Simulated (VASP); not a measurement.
Input of a VASP 6.6.1 run:

The input INCAR:

```
AGGAC    = 1.0          
AGGAX    = 1.0          
ALDAC    = 0.0          
ALDAX    = 1.0          
ALGO     = Normal         # electronic algorithm
EDIFF    = 1E-6           # SCF threshold, eV
ENCUT    = 600            # plane-wave cutoff, eV
GGA      = B5             # functional
GGA_COMPAT= False        
ISIF     = 2              # what is computed and relaxed
ISMEAR   = -1             # smearing method
ISPIN    = 2              # spin polarisation
LASPH    = True           # aspherical terms in the spheres
LCHARG   = False          # write CHGCAR
LMAXMIX  = 4              # l up to which the mixer works
LORBIT   = 11             # projections on sites
LREAL    = False          # projectors in reciprocal space
LWAVE    = False          # write WAVECAR
MAGMOM   = 2 2 0 0 0 0    # initial moments
NBANDS   = 38             # bands
NELM     = 200            # most SCF steps
PREC     = Accurate       # precision mode
SIGMA    = 0.05           # smearing width, eV
```

The input KPOINTS:

```
k-points
0
Gamma
  6 6 9
```

POSCAR

```
VO2
1.0
    4.4769514558      0.0000000000      0.0000000000
    0.0000000000      4.4769514558      0.0000000000
    0.0000000000      0.0000000000      3.0240168340
V O
2 4
Direct
    0.5000000000      0.5000000000      0.5000000000
    0.0000000000      0.0000000000      0.0000000000
    0.2003580000      0.7996420000      0.5000000000
    0.7996420000      0.2003580000      0.5000000000
    0.7003580000      0.7003580000      0.0000000000
    0.2996420000      0.2996420000      0.0000000000
```

Potentials or basis: VASP PAW PBE potentials, release 64 (V_sv, O).

Command:

```console
$ cat potpaw_PBE.64/V_sv/POTCAR potpaw_PBE.64/O/POTCAR > POTCAR
$ mpirun -np 1 vasp_std > vasp.out
```

(1) What does it give for the net moment?

(2) Estimate the site moments.

Results:

(1) 2.00 μB per cell.

(2) V +1.06; O -0.06 μB.
